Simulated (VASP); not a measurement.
# Mo5W (P-3m1) in VASP: single point with PBE

Aim: the single point of Mo5W with PBE.

Everything below comes from runs of VASP 6.6.1. Logs are shortened: lines on timing, memory, paths and dates and some standing lists are left out, and cuts for length are marked.

## 1. The cell of the first run

It takes space group P-3m1 (No. 164, trigonal). The conventional cell has a = 3.005 Å, b = 3.005 Å, c = 12.494 Å, α = 90.00°, β = 90.00°, γ = 120.00°. Mo (site symmetry 3m) has 12 Mo at 2.70 to 3.00 Å within 3.6 Å. Within 3.6 Å of Mo (site symmetry -3m) lie 12 Mo at 2.70 to 3.00 Å. Mo (site symmetry 3m) has 9 Mo at 2.71 to 3.00 Å and 3 W at 2.72 Å within 3.6 Å. W (site symmetry -3m) has 6 Mo at 2.72 Å and 6 W at 3.00 Å within 3.6 Å.

## 2. Single point, PBE

The input, INCAR:

```
PREC = Accurate ; ENCUT = 520
EDIFF = 1E-6 ; ISMEAR = 0
SIGMA = 0.1 ; LREAL = F
LASPH = T ; NELM = 80
ALGO = Fast ; ISIF = 2
LWAVE = F ; LCHARG = F
GGA = PE ; NBANDS = 51
```

The input, KPOINTS:

```
Automatic mesh
0
Gamma
  12 12 4
```

The input, POSCAR:

```
Mo5W
1.0
    3.0049929065      0.0000000000      0.0000000000
   -1.5024964532      2.6024001952      0.0000000000
    0.0000000000      0.0000000000     12.4935018897
Mo W
5 1
Direct
    0.3333333333      0.6666666667      0.8343788448
    0.0000000000      0.0000000000      0.0000000000
    0.6666666667      0.3333333333      0.1656211552
    0.3333333333      0.6666666667      0.3319911457
    0.6666666667      0.3333333333      0.6680088543
    0.0000000000      0.0000000000      0.5000000000
```

Potentials or basis: VASP PAW PBE potentials, release 64 (Mo_sv, W_sv).

Command:

```
$ cat potpaw_PBE.64/Mo_sv/POTCAR potpaw_PBE.64/W_sv/POTCAR > POTCAR
$ mpirun -np 1 vasp_std > vasp.out
```

OUTCAR:

```text
PREC = Accurate
   ENCUT = 520
   EDIFF = 1E-6
   ISMEAR = 0
   LREAL = F
   LASPH = T
   NELM = 80
   ISIF = 2
   GGA = PE

 ion  position               nearest neighbor table
   1  0.333  0.667  0.834-   2 2.70   2 2.70   2 2.70   5 2.71   5 2.71   5 2.71
   2  0.000  0.000  0.000-   1 2.70   3 2.70   1 2.70   3 2.70   3 2.70   1 2.70
   3  0.667  0.333  0.166-   2 2.70   2 2.70   2 2.70   4 2.71   4 2.71   4 2.71
   4  0.333  0.667  0.332-   3 2.71   3 2.71   3 2.71   6 2.72   6 2.72   6 2.72
   5  0.667  0.333  0.668-   1 2.71   1 2.71   1 2.71   6 2.72   6 2.72   6 2.72
   6  0.000  0.000  0.500-   4 2.72   5 2.72   4 2.72   5 2.72   5 2.72   4 2.72

  LATTYP: Found a hexagonal cell.
 ALAT       =     3.0049929065
 C/A-ratio  =     4.1575811586

  Lattice vectors:

 A1 = (   3.0049929065,   0.0000000000,   0.0000000000)
 A2 = (  -1.5024964532,   2.6024001952,   0.0000000000)
 A3 = (   0.0000000000,   0.0000000000,  12.4935018897)

Analysis of symmetry for initial positions (statically):
=====================================================================
 Subroutine PRICEL returns:
 Original cell was already a primitive cell.

 Routine SETGRP: Setting up the symmetry group for a
 hexagonal supercell.

 Subroutine GETGRP returns: Found 12 space group operations
 (whereof 12 operations were pure point group operations)
 out of a pool of 24 trial point group operations.

The static configuration has the point symmetry D_3d.

Analysis of symmetry for dynamics (positions and initial velocities):
=====================================================================
 Subroutine PRICEL returns:
 Original cell was already a primitive cell.

 Routine SETGRP: Setting up the symmetry group for a
 hexagonal supercell.

 Subroutine GETGRP returns: Found 12 space group operations
 (whereof 12 operations were pure point group operations)
 out of a pool of 24 trial point group operations.

The dynamic configuration has the point symmetry D_3d.

 Subroutine INISYM returns: Found 12 space group operations
 (whereof 12 operations are pure point group operations),
 and found     1 'primitive' translations

----------------------------------------------------------------------------------------

                                     Primitive cell

  volume of cell :      97.7016

  direct lattice vectors                    reciprocal lattice vectors
     3.004992907  0.000000000  0.000000000     0.332779488  0.192130327  0.000000000
    -1.502496453  2.602400195  0.000000000     0.000000000  0.384260654  0.000000000
     0.000000000  0.000000000 12.493501890     0.000000000  0.000000000  0.080041610

  length of vectors
     3.004992907  3.004992906 12.493501890     0.384260654  0.384260654  0.080041610

  position of ions in fractional coordinates (direct lattice)
     0.333333333  0.666666667  0.834378845
     0.000000000  0.000000000  0.000000000
     0.666666667  0.333333333  0.165621155
     0.333333333  0.666666667  0.331991146
     0.666666667  0.333333333  0.668008854
     0.000000000  0.000000000  0.500000000

  ion indices of the primitive-cell ions
   primitive index   ion index
                 1           1
                 2           2
                 3           3
                 4           4
                 5           5
                 6           6

----------------------------------------------------------------------------------------

 KPOINTS: Automatic mesh

Automatic generation of k-mesh.
 Grid dimensions read from file:
 generate k-points for:   12   12    4

 Generating k-lattice:

  Cartesian coordinates                     Fractional coordinates (reciprocal lattice)
     0.027731624  0.016010861  0.000000000     0.083333333 -0.000000000  0.000000000
     0.000000000  0.032021721  0.000000000     0.000000000  0.083333333  0.000000000
     0.000000000  0.000000000  0.020010402     0.000000000  0.000000000  0.250000000

  Length of vectors
     0.032021721  0.032021721  0.020010402

  Shift w.r.t. Gamma in fractional coordinates (k-lattice)
     0.000000000  0.000000000  0.000000000

 Subroutine IBZKPT returns following result:
 ===========================================

 Found     69 irreducible k-points:

 Following reciprocal coordinates:
            Coordinates               Weight
  0.000000  0.000000  0.000000      1.000000
  0.083333  0.000000  0.000000      6.000000
  0.166667 -0.000000  0.000000      6.000000
  0.250000 -0.000000  0.000000      6.000000
  0.333333  0.000000  0.000000      6.000000
  0.416667  0.000000  0.000000      6.000000
[... 16 lines left out ...]
  0.166667 -0.000000  0.250000      6.000000
  0.000000  0.166667  0.250000      6.000000
 [... further k-points ...]
   k-points           NKPTS =     69   k-points in BZ     NKDIM =     69   number of bands    NBANDS=     51
   number of dos      NEDOS =    301   number of ions     NIONS =      6
   total plane-waves  NPLWV =  55296
   dimension x,y,z NGX =    24 NGY =   24 NGZ =   96
   dimension x,y,z NGXF=    48 NGYF=   48 NGZF=  192
   ions per type =               5   1
   NGX,Y,Z   is equivalent  to a cutoff of  13.28, 13.28, 12.77 a.u.
   NGXF,Y,Z  is equivalent  to a cutoff of  26.56, 26.56, 25.55 a.u.
 SYSTEM =  unknown system
   PREC   = accura    normal or accurate (medium, high low for compatibility)
   ISTART =      0    job   : 0-new  1-cont  2-samecut
   ICHARG =      2    charge: 1-file 2-atom 10-const
   ISPIN  =      1    spin polarized calculation?
   LNONCOLLINEAR =      F non collinear calculations
   LSORBIT =      F    spin-orbit coupling
   LASPH  =      T    aspherical Exc in radial PAW
   ENCUT  =  520.0 eV  38.22 Ry    6.18 a.u.   5.59  5.59 23.23*2*pi/ulx,y,z
   NELM   =     80;   NELMIN=  2; NELMDL= -5     # of ELM steps
   EDIFF  = 0.1E-05   stopping-criterion for ELM
   LREAL  =      F    real-space projection
   EDIFFG = 0.1E-04   stopping-criterion for IOM
   NSW    =      0    number of steps for IOM
   IBRION =     -1    ionic relax: 0-MD 1-quasi-New 2-CG
   NFREE  =      0    steps in history (QN), initial steepest desc. (CG)
   ISIF   =      2    stress and relaxation
   ISYM   =      2    0-nonsym 1-usesym 2-fastsym
   POTIM  = 0.5000    time-step for ionic-motion
   TEBEG  =    0.0;   TEEND  =   0.0 temperature during run
   PSTRESS=    0.0 pullay stress
   NELECT =      84.0000    total number of electrons
   NUPDOWN=      -1.0000    fix difference up-down
   EMIN   =  10.00;   EMAX   =-10.00  energy-range for DOS
   EFERMI =   0.00;   METHOD = LEGACY
   ISMEAR =     0;   SIGMA  =   0.10  broadening in eV -4-tet -1-fermi 0-gaus
   EFERMI_NEDOS =   21; number of points for ismear=-14 and -15
   IALGO  =     68    algorithm
   IMIX   =      4    mixing-type and parameters
     AMIX     =   0.40;   BMIX     =  1.00
     AMIX_MAG =   1.60;   BMIX_MAG =  1.00
  volume/ion in A,a.u.               =      16.28       109.89
  Fermi-wavevector in a.u.,A,eV,Ry     =   1.556685  2.941708 32.970557  2.423268
  Thomas-Fermi vector in A             =   2.660445
   LORBIT       =      0    0 simple, 1 ext, 2 COOP (PROOUT), +10 PAW based schemes
   GGA     = PE    functional components
   LHFCALC =     F    Hartree Fock is set to
   AEXX    =    0.0000 exact exchange contribution
   IVDW    =     0    specifies the selected vdW correction
   LEPSILON=     F    determine dielectric tensor
   LRPA    =     F    only Hartree local field effects (RPA)
 non-spin polarized calculation
 RMM-DIIS sequential band-by-band and
 Gauss-broadening in eV      SIGMA  =   0.10
  energy-cutoff  :      520.00
  volume of cell :       97.70
 maximum number of plane-waves:      2687
 NGX is ok and might be reduce to    24
   NGX = 11   NGY = 11   NGZ = 47

 number of electron      83.9999997 magnetization

 Free energy of the ion-electron system (eV)
  ---------------------------------------------------
  ext. energy  EPLUGINS =         0.00000000
  ---------------------------------------------------
  free energy    TOTEN  =       -65.39731711 eV

  energy without entropy =      -65.36946903  energy(sigma->0) =      -65.38339307

 E-fermi :  11.6270     XC(G=0): -13.1863

 val. band max:       11.6258314581   @ k =   0.4167   0.0833   0.0000
 cond. band min:      11.6295758298   @ k =   0.3333   0.1667   0.5000
 fundamental gap:      0.0037443717
 Fermi energy:        11.6270015229

 k-point     1 :       0.0000    0.0000    0.0000
  band No.  band energies     occupation
      1     -62.3056      2.00000
      2     -49.4017      2.00000
      3     -49.3186      2.00000
      4     -49.2180      2.00000
      5     -49.1293      2.00000
      6     -49.0716      2.00000
[... 43 lines left out ...]
     50      12.8410      0.00000
     51      12.8414      0.00000

 k-point     2 :       0.0833    0.0000    0.0000
  band No.  band energies     occupation
      1     -62.3031      2.00000
      2     -49.3920      2.00000
      3     -49.3109      2.00000
      4     -49.2132      2.00000
      5     -49.1271      2.00000
      6     -49.0717      2.00000
[... 43 lines left out ...]
     50      13.2969      0.00000
     51      13.4679      0.00000

 k-point     3 :       0.1667   -0.0000    0.0000
  band No.  band energies     occupation
      1     -62.2966      2.00000
      2     -49.3648      2.00000
      3     -49.2896      2.00000
      4     -49.1999      2.00000
      5     -49.1216      2.00000
      6     -49.0727      2.00000
[... 43 lines left out ...]
     50      12.6756      0.00000
     51      12.8543      0.00000
[... 1027 lines left out ...]
 k-point    23 :       0.1667   -0.0000    0.2500
  band No.  band energies     occupation
      1     -62.2966      2.00000
      2     -49.3648      2.00000
      3     -49.2894      2.00000
      4     -49.2003      2.00000
      5     -49.1212      2.00000
      6     -49.0729      2.00000
[... 43 lines left out ...]
     50      12.7112      0.00000
     51      13.6391      0.00000

 k-point    24 :       0.0000    0.1667    0.2500
  band No.  band energies     occupation
      1     -62.2966      2.00000
      2     -49.3648      2.00000
      3     -49.2894      2.00000
      4     -49.2004      2.00000
      5     -49.1211      2.00000
      6     -49.0729      2.00000
[... 43 lines left out ...]
     50      12.7544      0.00000
     51      12.7588      0.00000

 [... further k-points ...]

------------------------ aborting loop because EDIFF is reached ----------------------------------------

  FORCE on cell =-STRESS in cart. coord.  units (eV):
  Direction    XX          YY          ZZ          XY          YZ          ZX
  --------------------------------------------------------------------------------------
  -------------------------------------------------------------------------------------
  Total        0.2483182      0.2483182      0.3433479      0.0000000      0.0000000      0.0000000
  in kB        4.0720909      4.0720909      5.6304524      0.0000000      0.0000000      0.0000000
  external PRESSURE =       4.5915447 kB  Pullay stress =       0.0000000 kB

 VOLUME and BASIS-vectors are now :
 -----------------------------------------------------------------------------
  energy-cutoff  :      520.00
  volume of cell :       97.70
      direct lattice vectors                 reciprocal lattice vectors
     3.004992907  0.000000000  0.000000000     0.332779488  0.192130327  0.000000000
    -1.502496453  2.602400195  0.000000000     0.000000000  0.384260654  0.000000000
     0.000000000  0.000000000 12.493501890     0.000000000  0.000000000  0.080041610

 POSITION                                       TOTAL-FORCE (eV/Angst)
 -----------------------------------------------------------------------------------
     -0.00000      1.73493     10.42431         0.000000      0.000000     -0.000319
      0.00000      0.00000      0.00000         0.000000      0.000000      0.000000
      1.50250      0.86747      2.06919        -0.000000     -0.000000      0.000319
     -0.00000      1.73493      4.14773        -0.000000     -0.000000     -0.011707
      1.50250      0.86747      8.34577         0.000000      0.000000      0.011707
      0.00000      0.00000      6.24675         0.000000      0.000000      0.000000
 -----------------------------------------------------------------------------------
    total drift:                                0.000000      0.000000      0.000000

  FREE ENERGIE OF THE ION-ELECTRON SYSTEM (eV)
  ---------------------------------------------------
  free  energy   TOTEN  =       -65.3973171076 eV

  energy  without entropy=      -65.3694690294  energy(sigma->0) =      -65.38339307
```

Wall time 11 min (1 thread of Intel Xeon 8259CL, shared host); peak memory 0.41 GiB.

What came out:

```yaml
Free_energy: -65.3973 eV
Pressure: 0.5 GPa
Largest_force: 0.012 eV/Å
Band_gap_on_the_k_mesh: zero (bands 42 and 43 overlap by 1.35 eV)
```

Forces on the atoms (eV/Å):
```
Mo   0.000  0.000  0.000
Mo   0.000  0.000  0.000
Mo   0.000  0.000  0.000
Mo   0.000  0.000 -0.012
Mo   0.000  0.000  0.012
W    0.000  0.000  0.000
```

Caveat: spin-orbit coupling is left out, which moves the levels of the heavy elements.
